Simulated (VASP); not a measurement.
# Sb (I4/mmm) in VASP: a series of runs

Sb is run at these levels: PBE0, BLYP+D3(BJ); tasks: single point.

Everything below comes from runs of VASP 6.6.1. Logs are shortened: lines on timing, memory, paths and dates and some standing lists are left out, and cuts for length are marked.

### 1 The cell of the first run

The structure is tetragonal, space group I4/mmm (No. 139). The conventional cell has a = 3.174 Å, b = 3.174 Å, c = 5.460 Å, α = 90.00°, β = 90.00°, γ = 90.00°. Sb (site symmetry 4/mmm) has 12 Sb at 3.17 to 3.53 Å within 4.2 Å.

### 2 Single point, PBE0

File POSCAR:

```
Sb
1.0
   -1.5869811508      1.5869811508      2.7298988119
    1.5869811508     -1.5869811508      2.7298988119
    1.5869811508      1.5869811508     -2.7298988119
Sb
1
Direct
    0.0000000000      0.0000000000      0.0000000000
```

File INCAR.step1:

```
SYSTEM = Sb
PREC = Accurate
ENCUT = 520
EDIFF = 1E-5
ISMEAR = -1
SIGMA = 0.05
LREAL = .FALSE.
LASPH = .TRUE.
NELM = 80
ALGO = Normal
ISIF = 2
LWAVE = .TRUE.
LCHARG = .FALSE.
NBANDS = 8
GGA = PE
```

File INCAR.step2:

```
SYSTEM = Sb
PREC = Accurate
ENCUT = 520
EDIFF = 1E-6
ISMEAR = -1
SIGMA = 0.05
LREAL = .FALSE.
LASPH = .TRUE.
NELM = 80
ALGO = Normal
ISIF = 2
LWAVE = .FALSE.
LCHARG = .FALSE.
GGA = PE
LHFCALC = .TRUE.
AEXX = 0.25
PRECFOCK = Normal
NBANDS = 8
ISTART = 1
```

File KPOINTS:

```
regular mesh
0
G
  6 6 6
  0 0 0
```

Potentials or basis: VASP PAW PBE potentials, release 64 (Sb).

Run with:

```bash
cat potpaw_PBE.64/Sb/POTCAR > POTCAR
cp INCAR.step1 INCAR
mpirun -np 1 vasp_std > vasp.out
cp INCAR.step2 INCAR
mpirun -np 1 vasp_std > vasp.out
```

OUTCAR:

```text
SYSTEM = Sb
   PREC = Accurate
   ENCUT = 520
   EDIFF = 1E-6
   ISMEAR = -1
   LREAL = .FALSE.
   LASPH = .TRUE.
   NELM = 80
   ISIF = 2
   GGA = PE
   LHFCALC = .TRUE.
   AEXX = 0.25
   PRECFOCK = Normal
   ISTART = 1

 ion  position               nearest neighbor table
   1  0.000  0.000  0.000-

  LATTYP: Found a body centered tetragonal cell.
 ALAT       =     3.1739623016
 C/A-ratio  =     1.7201835135

  Lattice vectors:

 A1 = (  -1.5869811508,   1.5869811508,   2.7298988119)
 A2 = (   1.5869811508,  -1.5869811508,   2.7298988119)
 A3 = (   1.5869811508,   1.5869811508,  -2.7298988119)

Analysis of symmetry for initial positions (statically):
=====================================================================
 Subroutine PRICEL returns:
 Original cell was already a primitive cell.

 Routine SETGRP: Setting up the symmetry group for a
 body centered tetragonal supercell.

 Subroutine GETGRP returns: Found 16 space group operations
 (whereof 16 operations were pure point group operations)
 out of a pool of 16 trial point group operations.

The static configuration has the point symmetry D_4h.

Analysis of symmetry for dynamics (positions and initial velocities):
=====================================================================
 Subroutine PRICEL returns:
 Original cell was already a primitive cell.

 Routine SETGRP: Setting up the symmetry group for a
 body centered tetragonal supercell.

 Subroutine GETGRP returns: Found 16 space group operations
 (whereof 16 operations were pure point group operations)
 out of a pool of 16 trial point group operations.

The dynamic configuration has the point symmetry D_4h.

 Subroutine INISYM returns: Found 16 space group operations
 (whereof 16 operations are pure point group operations),
 and found     1 'primitive' translations

----------------------------------------------------------------------------------------

                                     Primitive cell

  volume of cell :      27.5011

  direct lattice vectors                    reciprocal lattice vectors
    -1.586981151  1.586981151  2.729898812     0.000000000  0.315063603  0.183156972
     1.586981151 -1.586981151  2.729898812     0.315063603  0.000000000  0.183156972
     1.586981151  1.586981151 -2.729898812     0.315063603  0.315063603  0.000000000

  length of vectors
     3.534029693  3.534029693  3.534029693     0.364433191  0.364433191  0.445567221

  position of ions in fractional coordinates (direct lattice)
     0.000000000  0.000000000  0.000000000

  ion indices of the primitive-cell ions
   primitive index   ion index
                 1           1

----------------------------------------------------------------------------------------

 KPOINTS: regular mesh

Automatic generation of k-mesh.
 Grid dimensions read from file:
 generate k-points for:    6    6    6

 Generating k-lattice:

  Cartesian coordinates                     Fractional coordinates (reciprocal lattice)
     0.000000000  0.052510601  0.030526162     0.166666667 -0.000000000  0.000000000
     0.052510601  0.000000000  0.030526162    -0.000000000  0.166666667  0.000000000
     0.052510601  0.052510601  0.000000000     0.000000000  0.000000000  0.166666667

  Length of vectors
     0.060738865  0.060738865  0.074261204

  Shift w.r.t. Gamma in fractional coordinates (k-lattice)
     0.000000000  0.000000000  0.000000000

 Subroutine IBZKPT returns following result:
 ===========================================

 Found     30 irreducible k-points:

 Following reciprocal coordinates:
            Coordinates               Weight
  0.000000  0.000000  0.000000      1.000000
  0.166667  0.000000  0.000000      8.000000
  0.333333  0.000000  0.000000      8.000000
  0.500000  0.000000 -0.000000      4.000000
  0.166667  0.166667  0.000000      8.000000
  0.333333  0.166667  0.000000     16.000000
[... 16 lines left out ...]
 -0.333333 -0.333333  0.166667      8.000000
 -0.166667 -0.333333  0.166667      8.000000
 [... further k-points ...]
   k-points           NKPTS =     30   k-points in BZ     NKDIM =    216   number of bands    NBANDS=      8
   number of dos      NEDOS =    301   number of ions     NIONS =      1
   total plane-waves  NPLWV =  21952
   dimension x,y,z NGX =    28 NGY =   28 NGZ =   28
   dimension x,y,z NGXF=    56 NGYF=   56 NGZF=   56
   ions per type =               1
   NGX,Y,Z   is equivalent  to a cutoff of  13.17, 13.17, 13.17 a.u.
   NGXF,Y,Z  is equivalent  to a cutoff of  26.34, 26.34, 26.34 a.u.
 SYSTEM =  Sb
   PREC   = accura    normal or accurate (medium, high low for compatibility)
   ISTART =      1    job   : 0-new  1-cont  2-samecut
   ICHARG =      0    charge: 1-file 2-atom 10-const
   ISPIN  =      1    spin polarized calculation?
   LNONCOLLINEAR =      F non collinear calculations
   LSORBIT =      F    spin-orbit coupling
   LASPH  =      T    aspherical Exc in radial PAW
   ENCUT  =  520.0 eV  38.22 Ry    6.18 a.u.   6.57  6.57  6.57*2*pi/ulx,y,z
   NELM   =     80;   NELMIN=  2; NELMDL=  0     # of ELM steps
   EDIFF  = 0.1E-05   stopping-criterion for ELM
   LREAL  =      F    real-space projection
   EDIFFG = 0.1E-04   stopping-criterion for IOM
   NSW    =      0    number of steps for IOM
   IBRION =     -1    ionic relax: 0-MD 1-quasi-New 2-CG
   NFREE  =      0    steps in history (QN), initial steepest desc. (CG)
   ISIF   =      2    stress and relaxation
   ISYM   =      3    0-nonsym 1-usesym 2-fastsym
   POTIM  = 0.5000    time-step for ionic-motion
   TEBEG  =    0.0;   TEEND  =   0.0 temperature during run
   PSTRESS=    0.0 pullay stress
   NELECT =       5.0000    total number of electrons
   NUPDOWN=      -1.0000    fix difference up-down
   EMIN   =  10.00;   EMAX   =-10.00  energy-range for DOS
   EFERMI =   0.00;   METHOD = LEGACY
   ISMEAR =    -1;   SIGMA  =   0.05  broadening in eV -4-tet -1-fermi 0-gaus
   EFERMI_NEDOS =   21; number of points for ismear=-14 and -15
   IALGO  =     38    algorithm
   IMIX   =      1    mixing-type and parameters
     AMIX     =   0.40;   BMIX     =  1.00
     AMIX_MAG =   1.60;   BMIX_MAG =  1.00
  volume/ion in A,a.u.               =      27.50       185.59
  Fermi-wavevector in a.u.,A,eV,Ry     =   0.927431  1.752590 11.702748  0.860128
  Thomas-Fermi vector in A             =   2.053500
   LORBIT       =      0    0 simple, 1 ext, 2 COOP (PROOUT), +10 PAW based schemes
   GGA     = PE    functional components
   LHFCALC =     T    Hartree Fock is set to
   PRECFOCK=normal    Normal, Fast or Accurate (Low or Medium for compatibility)
   ENCUT4O =  -1.0   cutoff for four orbital integrals eV
   NKREDX  =     1    reduce k-point grid by
   NKREDY  =     1    reduce k-point grid by
   NKREDZ  =     1    reduce k-point grid by
   AEXX    =    0.2500 exact exchange contribution
   HFSCREEN=    0.0000 screening length (either q_TF or 0.3 A-1)
   HFSCREENC=   0.0000 screening length for correlation (either q_TF or 0.3 A-1)
   ENCUTFOCK=  -1.0 apply spherical cutoff to Coloumb kernel
   IVDW    =     0    specifies the selected vdW correction
   LEPSILON=     F    determine dielectric tensor
   LRPA    =     F    only Hartree local field effects (RPA)
 non-spin polarized calculation
  energy-cutoff  :      520.00
  volume of cell :       27.50
 maximum number of plane-waves:       754
 NGX is ok and might be reduce to    28
  NGX = 20; NGY = 20; NGZ = 20

 number of electron       5.0000000 magnetization

 Free energy of the ion-electron system (eV)
  ---------------------------------------------------
  ext. energy  EPLUGINS =         0.00000000
  ---------------------------------------------------
  free energy    TOTEN  =        -5.28939163 eV

  energy without entropy =       -5.28751749  energy(sigma->0) =       -5.28845456

 E-fermi :   8.7050     XC(G=0):  -8.0188

 val. band max:        7.7289569288   @ k =  -0.3333   0.3333   0.0000
 cond. band min:       8.8471468390   @ k =   0.5000   0.3333   0.0000
 fundamental gap:      1.1181899102
 Fermi energy:         8.7050431691

 k-point     1 :       0.0000    0.0000    0.0000
  band No.  band energies     occupation
      1      -6.5874      2.00000
      2      13.6706      0.00000
      3      14.5189      0.00000
      4      14.5189      0.00000
      5      18.4043      0.00000
      6      19.7418      0.00000
      7      19.8504      0.00000
      8      19.9719      0.00000

 k-point     2 :       0.1667    0.0000    0.0000
  band No.  band energies     occupation
      1      -5.9866      2.00000
      2      10.3360      0.00000
      3      12.6705      0.00000
      4      14.4071      0.00000
      5      17.1289      0.00000
      6      18.6763      0.00000
      7      20.7022      0.00000
      8      20.7142      0.00000

 k-point     3 :       0.3333    0.0000    0.0000
  band No.  band energies     occupation
      1      -4.2384      2.00000
      2       4.4083      2.00000
      3      11.0997      0.00000
      4      14.3714      0.00000
      5      15.5518      0.00000
      6      18.6135      0.00000
      7      20.7031      0.00000
      8      21.4309      0.00000

 k-point     4 :       0.5000    0.0000   -0.0000
  band No.  band energies     occupation
      1      -2.3991      2.00000
      2       1.2135      2.00000
      3      10.4878      0.00000
      4      14.4437      0.00000
      5      15.0322      0.00000
      6      19.2562      0.00000
      7      19.8502      0.00000
      8      19.8643      0.00000

 k-point     5 :       0.1667    0.1667    0.0000
  band No.  band energies     occupation
      1      -5.0966      2.00000
      2       8.9164      0.02874
      3       9.8822      0.00000
      4      12.1831      0.00000
      5      17.7331      0.00000
      6      18.5585      0.00000
      7      20.5218      0.00000
      8      20.9197      0.00000

 k-point     6 :       0.3333    0.1667    0.0000
  band No.  band energies     occupation
      1      -3.1351      2.00000
      2       3.8427      2.00000
      3       9.2012      0.00010
      4      11.0718      0.00000
      5      16.3740      0.00000
      6      18.0180      0.00000
      7      21.2345      0.00000
      8      22.1591      0.00000

 k-point     7 :       0.5000    0.1667    0.0000
  band No.  band energies     occupation
      1      -2.0689      2.00000
      2       2.0537      2.00000
      3       9.5171      0.00000
      4      11.2130      0.00000
      5      15.5199      0.00000
      6      17.4280      0.00000
      7      21.3241      0.00000
      8      22.6963      0.00000
[... 133 lines left out ...]
 k-point    20 :       0.5000    0.5000    0.1667
  band No.  band energies     occupation
      1      -0.3001      2.00000
      2       3.8721      2.00000
      3       5.4163      2.00000
      4       5.8372      2.00000
      5      16.2644      0.00000
      6      17.5837      0.00000
      7      24.8303      0.00000
      8      25.0371      0.00000

 k-point    21 :      -0.3333    0.5000    0.1667
  band No.  band energies     occupation
      1      -1.5462      2.00000
      2       3.0767      2.00000
      3       5.1931      2.00000
      4       9.3827      0.00000
      5      18.4476      0.00000
      6      20.7356      0.00000
      7      21.6447      0.00000
      8      23.0128      0.00000

 k-point    22 :      -0.1667    0.5000    0.1667
  band No.  band energies     occupation
      1      -2.7414      2.00000
      2       2.7055      2.00000
      3       6.9067      2.00000
      4      13.1410      0.00000
      5      16.7965      0.00000
      6      19.1422      0.00000
      7      21.8201      0.00000
      8      22.9639      0.00000

 k-point    23 :      -0.3333   -0.3333    0.1667
  band No.  band energies     occupation
      1      -3.4367      2.00000
      2       4.9095      2.00000
      3       7.6177      2.00000
      4       9.1075      0.00064
      5      19.0806      0.00000
      6      19.5474      0.00000
      7      21.7605      0.00000
      8      22.8668      0.00000

 k-point    24 :      -0.1667   -0.3333    0.1667
  band No.  band energies     occupation
      1      -4.8216      2.00000
      2       6.6148      2.00000
      3       9.4518      0.00000
      4      12.6556      0.00000
      5      16.4337      0.00000
      6      19.1795      0.00000
      7      21.0477      0.00000
      8      23.2658      0.00000

 [... further k-points ...]
[... 5 lines left out ...]
  --------------------------------------------------------------------------------------
  -------------------------------------------------------------------------------------
  Total       -0.4275669     -0.4275669     -0.7829422      0.0000000      0.0000000      0.0000000
  in kB      -24.9094727    -24.9094727    -45.6131670      0.0000000      0.0000000      0.0000000
  external PRESSURE =     -31.8107042 kB  Pullay stress =       0.0000000 kB

 VOLUME and BASIS-vectors are now :
 -----------------------------------------------------------------------------
  energy-cutoff  :      520.00
  volume of cell :       27.50
      direct lattice vectors                 reciprocal lattice vectors
    -1.586981151  1.586981151  2.729898812     0.000000000  0.315063603  0.183156972
     1.586981151 -1.586981151  2.729898812     0.315063603  0.000000000  0.183156972
     1.586981151  1.586981151 -2.729898812     0.315063603  0.315063603  0.000000000

 POSITION                                       TOTAL-FORCE (eV/Angst)
 -----------------------------------------------------------------------------------
      0.00000      0.00000      0.00000         0.000000     -0.000000      0.000000
 -----------------------------------------------------------------------------------
    total drift:                               -0.000000     -0.000000      0.000000

  FREE ENERGIE OF THE ION-ELECTRON SYSTEM (eV)
  ---------------------------------------------------
  free  energy   TOTEN  =        -5.2893916343 eV

  energy  without entropy=       -5.2875174883  energy(sigma->0) =       -5.28845456
```

Wall time 18 min (1 thread of Intel Xeon 8259CL, shared host); peak memory 0.17 GiB.

What came out:

* Free energy: -5.2894 eV
* Pressure: -3.2 GPa
* Band gap on the k mesh: zero (an odd number of electrons rules out a gap without spin polarisation)

Stress tensor (GPa, compression positive):
```
-2.49  0.00  0.00
 0.00 -2.49  0.00
 0.00  0.00 -4.56
```

Caveat: the k points lie up to 0.38 Å⁻¹ apart, too coarse for converged energies and pressures of a metal; the PAW data sets were made with another functional, which shifts forces and pressure a little; spin-orbit coupling is left out, which moves the levels of the heavy elements.

### 3 Single point, PBE0

This run uses another cell than the first one, of 28.04 Å³/atom.

File POSCAR:

```
Sb
1.0
   -1.5972865120      1.5972865120      2.7476259243
    1.5972865120     -1.5972865120      2.7476259243
    1.5972865120      1.5972865120     -2.7476259243
Sb
1
Direct
    0.0000000000      0.0000000000      0.0000000000
```

File INCAR.step1:

```
  PREC = Accurate
  ENCUT = 520
  EDIFF = 1E-5
  ISMEAR = -1
  SIGMA = 0.05
  LREAL = False
  LASPH = True
  NELM = 100
  ALGO = Normal
  ISIF = 2
  LWAVE = True
  NBANDS = 8
  GGA = PE
```

File INCAR.step2:

```
  PREC = Accurate
  ENCUT = 520
  EDIFF = 1E-6
  ISMEAR = -1
  SIGMA = 0.05
  LREAL = False
  LASPH = True
  NELM = 100
  ALGO = Normal
  ISIF = 2
  LWAVE = False
  LCHARG = True
  GGA = PE
  LHFCALC = True
  AEXX = 0.25
  PRECFOCK = Normal
  LELF = True
  LVHAR = True
  NBANDS = 8
  ISTART = 1
```

File KPOINTS:

```
Automatic mesh
0
Gamma
  6 6 6
```

Potentials or basis: VASP PAW PBE potentials, release 64 (Sb).

Run with:

```bash
cat potpaw_PBE.64/Sb/POTCAR > POTCAR
cp INCAR.step1 INCAR
mpirun -np 1 vasp_std > vasp.out
cp INCAR.step2 INCAR
mpirun -np 1 vasp_std > vasp.out
```

It took 19 min on 1 thread of Intel Xeon 8259CL, shared host; peak memory 0.17 GiB.

It converged, with:

```
Free energy            : -5.2769 eV
Pressure               : -4.3 GPa
Band gap on the k mesh : zero (an odd number of electrons rules out a gap without spin polarisation)
```

Stress tensor (GPa, compression positive):
```
-3.69  0.00  0.00
 0.00 -3.69  0.00
 0.00  0.00 -5.39
```

Levels at points of the mesh, in eV from the Fermi level:
```csv
k point,band 1,band 2,band 3,band 4,band 5,band 6,band 7,band 8
"(0.00, 0.00, 0.00)",-15.12,4.83,5.68,5.68,9.65,10.93,11.09,11.09
"(0.50, 0.00, 0.00)",-11.05,-7.35,1.75,5.61,6.30,10.45,11.10,11.13
"(0.50, 0.50, 0.00)",-8.38,-5.83,-2.07,0.51,3.59,4.51,16.02,16.52
"(0.50, 0.50, 0.50)",-11.20,-7.19,2.07,2.07,6.01,6.26,18.40,18.42
```

Caveat: the k points lie up to 0.38 Å⁻¹ apart, too coarse for converged energies and pressures of a metal; the PAW data sets were made with another functional, which shifts forces and pressure a little; spin-orbit coupling is left out, which moves the levels of the heavy elements.

(Part 1 of 3 ends here.)

The gap in the log of VASP goes by the Fermi energy; the results here count the filled bands.